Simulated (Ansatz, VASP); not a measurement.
Re in VASP and in Ansatz

```
Re
1.0
     2.62014    0.00000    0.00000
    -1.31007    2.26911    0.00000
     0.00000    0.00000    4.18956
Re
2
Direct
  0.33333 0.66667 0.25000
  0.66667 0.33333 0.75000
```

Change from the starting cell: volume scaled by 1.02, crystal datasets.

Alike in both runs: task electric field gradients; functional PBEsol; k mesh 18 × 18 × 10; occupations fermi-dirac, width 0.05 eV; no spin polarisation.

```csv
,VASP,Ansatz
version,VASP 6.6.1,Ansatz 0.2.0
potentials or method,"VASP PAW PBE potentials, release 64 (Re), cutoff 520 eV","all-electron PAW with datasets made for the crystal, scalar-relativistic"
```

|  | VASP | Ansatz | Ansatz less VASP |
| --- | --- | --- | --- |
| pressure (GPa) | 88.1 | 85.1 | -2.99 |
| traceless stress, the component that is largest in VASP (GPa) | 5.21 | 5.29 | +0.076 |
| size of Vzz on the site where it differs most (V/Å²) | 107.5 | 86.6 | -20.89 |

VASP's potentials were made for PBE, not for PBEsol. Both programs put the cell under a high pressure, so it lies far from rest at this level. Ansatz ran all-electron here, and VASP with PAW potentials.

Neither program's run includes spin-orbit coupling. Noted on VASP's run: the cell as given lies far from equilibrium.
